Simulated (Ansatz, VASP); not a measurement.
**W in VASP and in Ansatz**

```
W
1.0
    -1.61302    1.57593    1.57593
     1.57593   -1.61302    1.57593
     1.57593    1.57593   -1.61302
W
1
Direct
  0.00000 0.00000 0.00000
```

Change from the starting cell: equal engineering shear yz, xz and xy -0.0233, equal normal strain along x, y and z -0.0100.

Alike in both runs: task single point; functional PBE; k mesh 20 × 20 × 20; occupations gaussian, width 0.15 eV; no spin polarisation.

```csv
,VASP,Ansatz
version,VASP 6.6.1,Ansatz 0.2.0
potentials or method,"VASP PAW PBE potentials, release 64 (W_sv), cutoff 520 eV","scalar-relativistic, plane waves, PAW"
valence electrons in the cell,14,14
```

```csv
,VASP,Ansatz,Ansatz less VASP
gap on the k mesh at the Fermi level (eV),none,none,-
pressure (GPa),10.8,10.2,-0.57
"traceless stress, the component that is largest in VASP (GPa)",4.25,4.17,-0.076
```

A gap of «none» marks a metal or a gap that the smearing closes.

Neither program's run includes spin-orbit coupling.
